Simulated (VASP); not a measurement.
# Ca (Cmcm) in VASP: notebook

Runs on Ca. Level: r2SCAN. Tasks: single point.

Program: VASP 6.6.1. These are calculated values, not measurements. Logs are shortened: lines on timing, memory, paths and dates and some standing lists are left out, and cuts for length are marked.

### Step 1. The cell of the first run

Symmetry: Cmcm, No. 63, orthorhombic system. The conventional cell has a = 3.943 Å, b = 6.791 Å, c = 6.509 Å, α = 90.00°, β = 90.00°, γ = 90.00°. Within 5.2 Å of Ca (site symmetry m2m) lie 12 Ca at 3.93 to 3.98 Å.

### Step 2. Single point, r2SCAN

POSCAR

```
Ca
1.0
    1.9712759950     -3.3954901800      0.0000000000
    1.9712759950      3.3954901800      0.0000000000
    0.0000000000      0.0000000000      6.5091117400
Ca
2
Direct
    0.8355866000      0.1644134000      0.2500000000
    0.1644134000      0.8355866000      0.7500000000
```

INCAR.step1

```
  ALGO = Normal
  EDIFF = 1E-4
  ENCUT = 520
  GGA = PE
  ISMEAR = 0
  LASPH = True
  LCHARG = False
  LREAL = False
  LWAVE = True
  NBANDS = 17
  NELM = 80
  PREC = Accurate
  SIGMA = 0.1
```

INCAR.step2

```
  ALGO = Normal
  EDIFF = 1E-7
  ENCUT = 520
  ISIF = 2
  ISMEAR = 0
  ISTART = 1
  LASPH = True
  LCHARG = False
  LMIXTAU = True
  LREAL = False
  LWAVE = False
  METAGGA = R2SCAN
  NBANDS = 17
  NELM = 80
  PREC = Accurate
  SIGMA = 0.1
```

KPOINTS

```
k-points
0
Gamma
  1 1 1
```

Potentials or basis: VASP PAW PBE potentials, release 64 (Ca_sv).

On the command line:

```
$ cat potpaw_PBE.64/Ca_sv/POTCAR > POTCAR
$ cp INCAR.step1 INCAR
$ mpirun -np 1 vasp_gam > vasp.out
$ cp INCAR.step2 INCAR
$ mpirun -np 1 vasp_gam > vasp.out
```

OUTCAR:

```text
EDIFF = 1E-7
   ENCUT = 520
   ISIF = 2
   ISMEAR = 0
   ISTART = 1
   LASPH = True
   LREAL = False
   METAGGA = R2SCAN
   NELM = 80
   PREC = Accurate

 ion  position               nearest neighbor table
   1  0.836  0.164  0.250-
   2  0.164  0.836  0.750-

  LATTYP: Found a base centered orthorhombic cell.
 ALAT       =     3.9425519900
 B/A-ratio  =     1.7224834009
 C/A-ratio  =     1.6509894496

  Lattice vectors:

 A1 = (   1.9712759950,  -3.3954901800,   0.0000000000)
 A2 = (   1.9712759950,   3.3954901800,   0.0000000000)
 A3 = (   0.0000000000,   0.0000000000,   6.5091117400)

Analysis of symmetry for initial positions (statically):
=====================================================================
 Subroutine PRICEL returns:
 Original cell was already a primitive cell.

 Routine SETGRP: Setting up the symmetry group for a
 base centered orthorhombic supercell.

 Subroutine GETGRP returns: Found  8 space group operations
 (whereof  4 operations were pure point group operations)
 out of a pool of  8 trial point group operations.

The static configuration has the point symmetry C_2h.
 The point group associated with its full space group is D_2h.

Analysis of symmetry for dynamics (positions and initial velocities):
=====================================================================
 Subroutine PRICEL returns:
 Original cell was already a primitive cell.

 Routine SETGRP: Setting up the symmetry group for a
 base centered orthorhombic supercell.

 Subroutine GETGRP returns: Found  8 space group operations
 (whereof  4 operations were pure point group operations)
 out of a pool of  8 trial point group operations.

The dynamic configuration has the point symmetry C_2h.
 The point group associated with its full space group is D_2h.

 Subroutine INISYM returns: Found  8 space group operations
 (whereof  4 operations are pure point group operations),
 and found     1 'primitive' translations

----------------------------------------------------------------------------------------

                                     Primitive cell

  volume of cell :      87.1368

  direct lattice vectors                    reciprocal lattice vectors
     1.971275995 -3.395490180  0.000000000     0.253642819 -0.147254144  0.000000000
     1.971275995  3.395490180  0.000000000     0.253642819  0.147254144  0.000000000
     0.000000000  0.000000000  6.509111740     0.000000000  0.000000000  0.153630793

  length of vectors
     3.926230076  3.926230076  6.509111740     0.293289043  0.293289043  0.153630793

  position of ions in fractional coordinates (direct lattice)
     0.835586600  0.164413400  0.250000000
     0.164413400  0.835586600  0.750000000

  ion indices of the primitive-cell ions
   primitive index   ion index
                 1           1
                 2           2

----------------------------------------------------------------------------------------

 KPOINTS: k-points

Automatic generation of k-mesh.
 Grid dimensions read from file:
 generate k-points for:    1    1    1

 Generating k-lattice:

  Cartesian coordinates                     Fractional coordinates (reciprocal lattice)
     0.253642819 -0.147254144  0.000000000     1.000000000  0.000000000  0.000000000
     0.253642819  0.147254144  0.000000000     0.000000000  1.000000000  0.000000000
     0.000000000  0.000000000  0.153630793     0.000000000  0.000000000  1.000000000

  Length of vectors
     0.293289043  0.293289043  0.153630793

  Shift w.r.t. Gamma in fractional coordinates (k-lattice)
     0.000000000  0.000000000  0.000000000

 Subroutine IBZKPT returns following result:
 ===========================================

 Found      1 irreducible k-points:

 Following reciprocal coordinates:
            Coordinates               Weight
  0.000000  0.000000  0.000000      1.000000
   k-points           NKPTS =      1   k-points in BZ     NKDIM =      1   number of bands    NBANDS=     17
   number of dos      NEDOS =    301   number of ions     NIONS =      2
   total plane-waves  NPLWV =  43200
   dimension x,y,z NGX =    30 NGY =   30 NGZ =   48
   dimension x,y,z NGXF=    60 NGYF=   60 NGZF=   96
   ions per type =               2
   NGX,Y,Z   is equivalent  to a cutoff of  12.70, 12.70, 12.26 a.u.
   NGXF,Y,Z  is equivalent  to a cutoff of  25.41, 25.41, 24.52 a.u.
 SYSTEM =  unknown system
   PREC   = accura    normal or accurate (medium, high low for compatibility)
   ISTART =      1    job   : 0-new  1-cont  2-samecut
   ICHARG =      0    charge: 1-file 2-atom 10-const
   ISPIN  =      1    spin polarized calculation?
   LNONCOLLINEAR =      F non collinear calculations
   LSORBIT =      F    spin-orbit coupling
   LASPH  =      T    aspherical Exc in radial PAW
   ENCUT  =  520.0 eV  38.22 Ry    6.18 a.u.   7.30  7.30 12.10*2*pi/ulx,y,z
   NELM   =     80;   NELMIN=  2; NELMDL=  0     # of ELM steps
   EDIFF  = 0.1E-06   stopping-criterion for ELM
   LREAL  =      F    real-space projection
   EDIFFG = 0.1E-05   stopping-criterion for IOM
   NSW    =      0    number of steps for IOM
   IBRION =     -1    ionic relax: 0-MD 1-quasi-New 2-CG
   NFREE  =      0    steps in history (QN), initial steepest desc. (CG)
   ISIF   =      2    stress and relaxation
   ISYM   =      2    0-nonsym 1-usesym 2-fastsym
   POTIM  = 0.5000    time-step for ionic-motion
   TEBEG  =    0.0;   TEEND  =   0.0 temperature during run
   PSTRESS=    0.0 pullay stress
   NELECT =      20.0000    total number of electrons
   NUPDOWN=      -1.0000    fix difference up-down
   EMIN   =  10.00;   EMAX   =-10.00  energy-range for DOS
   EFERMI =   0.00;   METHOD = LEGACY
   ISMEAR =     0;   SIGMA  =   0.10  broadening in eV -4-tet -1-fermi 0-gaus
   EFERMI_NEDOS =   21; number of points for ismear=-14 and -15
   IALGO  =     38    algorithm
   IMIX   =      4    mixing-type and parameters
     AMIX     =   0.40;   BMIX     =  1.00
     AMIX_MAG =   1.60;   BMIX_MAG =  1.00
  volume/ion in A,a.u.               =      43.57       294.01
  Fermi-wavevector in a.u.,A,eV,Ry     =   1.002346  1.894159 13.669737  1.004697
  Thomas-Fermi vector in A             =   2.134827
   LORBIT       =      0    0 simple, 1 ext, 2 COOP (PROOUT), +10 PAW based schemes
   METAGGA = R2SCAN    functional components
   LHFCALC =     F    Hartree Fock is set to
   AEXX    =    0.0000 exact exchange contribution
   IVDW    =     0    specifies the selected vdW correction
   LEPSILON=     F    determine dielectric tensor
   LRPA    =     F    only Hartree local field effects (RPA)
 non-spin polarized calculation
 Gauss-broadening in eV      SIGMA  =   0.10
  energy-cutoff  :      520.00
  volume of cell :       87.14
 maximum number of plane-waves:      1164
 NGX is ok and might be reduce to    30
   NGX = 15   NGY = 15   NGZ = 25

 number of electron      20.0000000 magnetization

 Free energy of the ion-electron system (eV)
  ---------------------------------------------------
  ext. energy  EPLUGINS =         0.00000000
  ---------------------------------------------------
  free energy    TOTEN  =       -18.63871630 eV

  energy without entropy =      -18.63871630  energy(sigma->0) =      -18.63871630

 E-fermi :   1.3309     XC(G=0):  -7.9080

 val. band max:        0.8644625351   @ k =   0.0000   0.0000   0.0000
 cond. band min:       1.7868381835   @ k =   0.0000   0.0000   0.0000
 fundamental gap:      0.9223756484
 Fermi energy:         1.3308891365

 k-point     1 :       0.0000    0.0000    0.0000
  band No.  band energies     occupation
      1     -41.7778      2.00000
      2     -41.7666      2.00000
      3     -22.0320      2.00000
      4     -21.9119      2.00000
      5     -21.7881      2.00000
      6     -21.7862      2.00000
[... 9 lines left out ...]
     16       4.9736      0.00000
     17       5.4083      0.00000

------------------------ aborting loop because EDIFF is reached ----------------------------------------

  FORCE on cell =-STRESS in cart. coord.  units (eV):
  Direction    XX          YY          ZZ          XY          YZ          ZX
  --------------------------------------------------------------------------------------
  -------------------------------------------------------------------------------------
  Total       -4.6575136     -4.4622982      2.6567694      0.0000000      0.0000000      0.0000000
  in kB      -85.6373231    -82.0479135     48.8498023      0.0000000      0.0000000      0.0000000
  external PRESSURE =     -39.6118114 kB  Pullay stress =       0.0000000 kB

 VOLUME and BASIS-vectors are now :
 -----------------------------------------------------------------------------
  energy-cutoff  :      520.00
  volume of cell :       87.14
      direct lattice vectors                 reciprocal lattice vectors
     1.971275995 -3.395490180  0.000000000     0.253642819 -0.147254144  0.000000000
     1.971275995  3.395490180  0.000000000     0.253642819  0.147254144  0.000000000
     0.000000000  0.000000000  6.509111740     0.000000000  0.000000000  0.153630793

 POSITION                                       TOTAL-FORCE (eV/Angst)
 -----------------------------------------------------------------------------------
      1.97128     -2.27896      1.62728         0.000000      0.026695      0.000000
      1.97128      2.27896      4.88183         0.000000     -0.026695     -0.000000
 -----------------------------------------------------------------------------------
    total drift:                                0.000000     -0.000000      0.000000

  FREE ENERGIE OF THE ION-ELECTRON SYSTEM (eV)
  ---------------------------------------------------
  free  energy   TOTEN  =       -18.6387162983 eV

  energy  without entropy=      -18.6387162982  energy(sigma->0) =      -18.63871630
```

Wall time 27 s (1 thread of Intel Xeon Platinum 8259CL at 2.50GHz (Skylake/Cascade Lake), shared host); peak memory 0.2 GiB.

The run converged, but its numbers aren't listed here, since they failed a check.

Caveat: the k points lie up to 1.84 Å⁻¹ apart; the mesh shows a gap though the element is a metal; the PAW data sets were made with another functional, which shifts forces and pressure a little.

### Step 3. Single point, r2SCAN

POSCAR is that of step 2.

INCAR.step1

```
PREC     = Accurate       # precision mode
ENCUT    = 520            # plane-wave cutoff, eV
ISMEAR   = 0              # smearing method
SIGMA    = 0.1            # smearing width, eV
LREAL    = F              # projectors in reciprocal space
LASPH    = T              # aspherical terms in the spheres
NELM     = 100            # most SCF steps
NBANDS   = 17             # bands
GGA      = PE             # functional
ALGO     = Normal         # electronic algorithm
EDIFF    = 1E-4           # SCF threshold, eV
LWAVE    = T              # write WAVECAR
LCHARG   = F              # write CHGCAR
```

INCAR.step2

```
PREC     = Accurate       # precision mode
ENCUT    = 520            # plane-wave cutoff, eV
EDIFF    = 1E-6           # SCF threshold, eV
ISMEAR   = 0              # smearing method
SIGMA    = 0.1            # smearing width, eV
LREAL    = F              # projectors in reciprocal space
LASPH    = T              # aspherical terms in the spheres
NELM     = 100            # most SCF steps
ALGO     = Normal         # electronic algorithm
ISIF     = 2              # what is computed and relaxed
LWAVE    = F              # write WAVECAR
LCHARG   = F              # write CHGCAR
METAGGA  = R2SCAN         # meta-GGA
LMIXTAU  = T            
NBANDS   = 17             # bands
ISTART   = 1
```

KPOINTS

```
regular mesh
0
Gamma
  2 2 1
```

Potentials or basis: VASP PAW PBE potentials, release 64 (Ca_sv).

On the command line:

```
$ cat potpaw_PBE.64/Ca_sv/POTCAR > POTCAR
$ cp INCAR.step1 INCAR
$ mpirun -np 1 vasp_std > vasp.out
$ cp INCAR.step2 INCAR
$ mpirun -np 1 vasp_std > vasp.out
```

Wall time 32 s (1 thread of Intel Xeon Platinum 8259CL at 2.50GHz (Skylake/Cascade Lake), shared host); peak memory 0.2 GiB.

The run converged, but its numbers aren't listed here, since they failed a check.

Caveat: the k points lie up to 0.97 Å⁻¹ apart; the mesh shows a gap though the element is a metal; the PAW data sets were made with another functional, which shifts forces and pressure a little.

### Step 4. Single point, r2SCAN

POSCAR is that of step 3.

INCAR.step1

```
PREC = Accurate
ENCUT = 520
ISMEAR = 0
SIGMA = 0.1
LREAL = F
LASPH = T
NELM = 80
NBANDS = 17
GGA = PE
ALGO = Normal
EDIFF = 1E-4
LWAVE = T
LCHARG = F
```

INCAR.step2

```
PREC = Accurate
ENCUT = 520
EDIFF = 1E-6
ISMEAR = 0
SIGMA = 0.1
LREAL = F
LASPH = T
NELM = 80
ALGO = Normal
ISIF = 2
LWAVE = F
LCHARG = F
METAGGA = R2SCAN
LMIXTAU = T
NBANDS = 17
ISTART = 1
```

KPOINTS

```
regular mesh
0
Gamma
  4 4 2
```

On the command line:

```
$ cat potpaw_PBE.64/Ca_sv/POTCAR > POTCAR
$ cp INCAR.step1 INCAR
$ mpirun -np 1 vasp_std > vasp.out
$ cp INCAR.step2 INCAR
$ mpirun -np 1 vasp_std > vasp.out
```

Run time: 81 s. Hardware: 1 thread of Intel Xeon Platinum 8259CL at 2.50GHz (Skylake/Cascade Lake), shared host; peak memory 0.2 GiB.

The run converged. Its results:

| Quantity | Value |
| --- | --- |
| Free energy | -14.0669 eV |
| Pressure | 0.0 GPa |
| Largest force | 0.019 eV/Å |
| Band gap on the k mesh | zero (band 10 reaches 2.26 eV, above the bottom of band 11 at 1.50 eV) |

Forces on the atoms (eV/Å):
```
Ca   0.000  0.019  0.000
Ca   0.000 -0.019  0.000
```

Stress tensor (GPa, compression positive):
```
-0.78  0.00  0.00
 0.00 -0.49  0.00
 0.00  0.00  1.19
```

Levels at points of the mesh, in eV from the Fermi level:
| k point | band 7 | band 8 | band 9 | band 10 | band 11 | band 12 | band 13 | band 14 |
| --- | --- | --- | --- | --- | --- | --- | --- | --- |
| (0.00, 0.00, 0.00) | -23.82 | -23.80 | -4.19 | -0.94 | -0.32 | 2.64 | 2.68 | 2.72 |
| (0.50, 0.00, 0.00) | -23.84 | -23.82 | -1.03 | -0.71 | 0.40 | 0.62 | 1.60 | 2.17 |
| (0.50, 0.50, 0.00) | -23.84 | -23.83 | -0.99 | -0.69 | 0.43 | 0.63 | 1.55 | 2.15 |
| (0.00, 0.00, 0.50) | -23.83 | -23.83 | -3.15 | -3.15 | 1.65 | 1.65 | 2.68 | 2.68 |
| (0.50, 0.00, 0.50) | -23.83 | -23.83 | -0.54 | -0.54 | 0.10 | 0.10 | 1.77 | 1.77 |
| (0.50, 0.50, 0.50) | -23.83 | -23.83 | -0.53 | -0.53 | 0.14 | 0.14 | 1.75 | 1.75 |

Caveat: the k points lie up to 0.48 Å⁻¹ apart; the PAW data sets were made with another functional, which shifts forces and pressure a little.

### Step 5. Single point, r2SCAN

POSCAR is that of step 4.

INCAR.step1

```
  PREC = Accurate
  ENCUT = 520
  ISMEAR = 0
  SIGMA = 0.1
  LREAL = False
  LASPH = True
  NELM = 80
  NBANDS = 17
  GGA = PE
  ALGO = Normal
  EDIFF = 1E-4
  LWAVE = True
  LCHARG = False
```

INCAR.step2

```
  PREC = Accurate
  ENCUT = 520
  EDIFF = 1E-7
  ISMEAR = 0
  SIGMA = 0.1
  LREAL = False
  LASPH = True
  NELM = 80
  ALGO = Normal
  ISIF = 2
  LWAVE = False
  LCHARG = False
  METAGGA = R2SCAN
  LMIXTAU = True
  NBANDS = 17
  ISTART = 1
```

KPOINTS

```
regular mesh
0
Gamma
  6 6 4
```

On the command line:

```
$ cat potpaw_PBE.64/Ca_sv/POTCAR > POTCAR
$ cp INCAR.step1 INCAR
$ mpirun -np 1 vasp_std > vasp.out
$ cp INCAR.step2 INCAR
$ mpirun -np 1 vasp_std > vasp.out
```

It took 3.6 min on 1 thread of Intel Xeon Platinum 8259CL at 2.50GHz (Skylake/Cascade Lake), shared host; peak memory 0.23 GiB.

The run converged. Its results:

| Property | Result |
| --- | --- |
| Free energy | -14.0318 eV |
| Pressure | -0.1 GPa |
| Largest force | 0.017 eV/Å |
| Band gap on the k mesh | zero (band 10 reaches 2.07 eV, above the bottom of band 11 at 1.51 eV) |

Forces in eV/Å, atoms in the order of the input:
```
Ca   0.000  0.017  0.000
Ca   0.000 -0.017  0.000
```

Stress tensor (GPa, compression positive):
```
-0.25  0.00  0.00
 0.00 -0.09  0.00
 0.00  0.00  0.15
```

Levels at points of the mesh, in eV from the Fermi level:
| k point | band 8 | band 9 | band 10 | band 11 | band 12 | band 13 |
| --- | --- | --- | --- | --- | --- | --- |
| (0.00, 0.00, 0.00) | -23.91 | -4.28 | -1.04 | -0.41 | 2.54 | 2.58 |
| (0.50, 0.00, 0.00) | -23.93 | -1.13 | -0.80 | 0.29 | 0.51 | 1.49 |
| (0.50, 0.50, 0.00) | -23.94 | -1.10 | -0.79 | 0.32 | 0.53 | 1.44 |
| (0.00, 0.00, 0.50) | -23.93 | -3.25 | -3.25 | 1.55 | 1.55 | 2.58 |
| (0.50, 0.00, 0.50) | -23.94 | -0.64 | -0.64 | 0.00 | 0.00 | 1.67 |
| (0.50, 0.50, 0.50) | -23.94 | -0.63 | -0.63 | 0.04 | 0.04 | 1.64 |

Caveat: the PAW data sets were made with another functional, which shifts forces and pressure a little.

(Continued in part 2 of 2.)
